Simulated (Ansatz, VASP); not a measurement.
# Be2ZnO3: VASP beside Ansatz

```xyz
6
Lattice="4.3014 0.0000 0.0000 0.0000 4.3014 0.0000 0.0000 0.0000 3.7394" Properties=species:S:1:pos:R:3 pbc="T T T"
Be    2.1507    2.1507    0.0000
Be    0.0000    0.0000    0.0000
Zn    2.1507    2.1507    1.8697
O     0.0000    0.0000    1.8697
O     0.0000    2.1507    1.8697
O     2.1507    0.0000    1.8697
```

Alike in both runs: functional PBE; k mesh 3 × 3 × 3; occupations gaussian, width 0.15 eV; no spin polarisation.

Ansatz relaxed the structure, and its values are those at the end. VASP's run is a single point on that final structure, the one shown.

|  | VASP | Ansatz |
| --- | --- | --- |
| version | VASP 6.6.1 | Ansatz 0.2.0 |
| potentials or method | VASP PAW PBE potentials, release 64 (Be, Zn, O), cutoff 600 eV | scalar-relativistic, plane waves, PAW |
| valence electrons in the cell | 34 | 34 |

```csv
,VASP,Ansatz,Ansatz less VASP
gap on the k mesh at the Fermi level (eV),none,none,-
pressure (GPa),0.4,0.4,-0.01
```

A gap of «none» marks a metal or a gap that the smearing closes.

The k mesh is coarse, so the values compare programs but aren't converged.
